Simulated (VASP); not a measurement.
Here is a VASP 6.6.1 calculation.

File INCAR:

```
SYSTEM = NbH
PREC = Accurate ; ENCUT = 520
EDIFF = 1E-6 ; ISMEAR = -1
SIGMA = 0.1 ; LREAL = .False.
LASPH = .True. ; NELM = 60
ALGO = Normal ; ISIF = 2
LWAVE = .False. ; LCHARG = .True.
GGA = PS ; LELF = .True.
LVHAR = .True. ; NBANDS = 14
```

Contents of KPOINTS:

```
Automatic mesh
0
Gamma
  13 13 13
  0 0 0
```

POSCAR

```
NbH
1.0
   -1.5852456079      1.5852456079      1.9574828341
    1.5852456079     -1.5852456079      1.9574828341
    1.5852456079      1.5852456079     -1.9574828341
Nb H
1 1
Direct
    0.0000000000      0.0000000000      0.0000000000
    0.5000000000      0.5000000000      0.0000000000
```

Potentials or basis: VASP PAW PBE potentials, release 64 (Nb_sv, H).

The run is started by

```sh
$ cat potpaw_PBE.64/Nb_sv/POTCAR potpaw_PBE.64/H/POTCAR > POTCAR
$ mpirun -np 1 vasp_std > vasp.out
```

Problem. Predict the pressure.

Solution. -0.3 GPa.

Problem. Predict the band gap on the k mesh.

Solution. Zero (band 7 reaches 15.09 eV, above the bottom of band 8 at 10.93 eV).

Stress tensor (GPa, compression positive):
```
-0.51  0.00  0.00
 0.00 -0.51  0.00
 0.00  0.00  0.17
```

Caveat: the PAW data sets were made with another functional, which shifts forces and pressure a little.
